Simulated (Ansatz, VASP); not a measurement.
Given: the input of a run of VASP 6.6.1 on Sb.

Contents of INCAR:

```
ALGO = Normal
EDIFF = 1E-6
ENCUT = 520
GGA = PS
ISIF = 2
ISMEAR = -1
LASPH = True
LCHARG = False
LREAL = False
LWAVE = False
NBANDS = 12
NELM = 80
PREC = Accurate
SIGMA = 0.05
```

KPOINTS

```
k-points
0
Gamma
  9 9 5
```

POSCAR

```
Sb
1.0
    3.3986760653      0.0000000000      0.0000000000
   -1.6993380327      2.9433398118      0.0000000000
    0.0000000000      0.0000000000      5.5421447030
Sb
2
Direct
    0.6666666667      0.3333333333      0.7500000000
    0.3333333333      0.6666666667      0.2500000000
```

Potentials or basis: VASP PAW PBE potentials, release 64 (Sb).

Run with:

```console
$ cat potpaw_PBE.64/Sb/POTCAR > POTCAR
$ mpirun -np 1 vasp_std > vasp.out
```

Set up the same calculation for Ansatz 0.2.0. Potentials there: all-electron LAPW, scalar-relativistic.

As run (the cutoff follows the program's own potentials):

File input.yaml:

```yaml
crystal:
  lattice:
    - [3.3986760653, 0.0, 0.0]
    - [-1.6993380327, 2.9433398118, 0.0]
    - [0.0, 0.0, 5.542144703]
  atoms:
    - { symbol: Sb, position: [0.6666666667, 0.3333333333, 0.75] }
    - { symbol: Sb, position: [0.3333333333, 0.6666666667, 0.25] }
kpoints:
  mp_grid: { grid: [9, 9, 5] }
scf:
  occupations: { method: fermi_dirac, width: 0.05 }
hamiltonian:
  xc: pbesol
  pseudopotentials: { kind: all_electron, lapw: { basis_error: 0.0005 } }
output:
  forces: true
  stress: true
  eigenvalues: true
```

Potentials or basis: all-electron LAPW, scalar-relativistic.

The run is started by

```console
$ ansatz run input.yaml --threads 1 --pin off --max-ram 3072MiB --backend cpu --events-out ev --progress --plain --runs-dir out
```

Both were run:

|  | VASP | Ansatz | Ansatz less VASP |
| --- | --- | --- | --- |
| gap on the k mesh at the Fermi level (eV) | none | none | - |
| pressure (GPa) | -3.8 | -3.7 | +0.05 |
| traceless stress, the component that is largest in VASP (GPa) | -0.26 | -0.26 | -0.002 |

VASP's potentials were made for PBE, not for PBEsol. A gap of «none» marks a metal or a gap that the smearing closes. Ansatz ran all-electron here, and VASP with PAW potentials.

Spin-orbit coupling is off throughout.
